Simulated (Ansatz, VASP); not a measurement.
# GaAs in VASP and in Ansatz

```xyz
2
Lattice="0.0000 2.8060 2.8060 2.8060 0.0000 2.8060 2.8060 2.8060 0.0000" Properties=species:S:1:pos:R:3 pbc="T T T"
Ga    0.0000    0.0000    0.0000
As    1.4030    1.4030    1.4030
```

Alike in both runs: task single point; functional LDA; k mesh 6 × 6 × 6; occupations gaussian, width 0.05 eV; no spin polarisation.

|  | VASP | Ansatz |
| --- | --- | --- |
| version | VASP 6.6.1 | Ansatz 0.2.0 |
| potentials or method | VASP PAW LDA potentials, release 64 (Ga_d, As), cutoff 500 eV | scalar-relativistic, plane waves, PAW |
| valence electrons in the cell | 18 | 28 |

Ansatz gave:

```
gap on the k mesh at the Fermi level (eV) : 0.45
least direct gap on the mesh (eV)         : 0.45
pressure (GPa)                            : -0.4
```

Estimate VASP's values.

gap on the k mesh at the Fermi level (eV): 0.50; least direct gap on the mesh (eV): 0.50; pressure (GPa): -0.1.

LDA's correlation is that of Perdew and Zunger in VASP and of Perdew and Wang (1992) in Ansatz. VASP's potentials hold 18 valence electrons a cell and Ansatz's 28, so a difference there can come from the potentials and not from the codes.
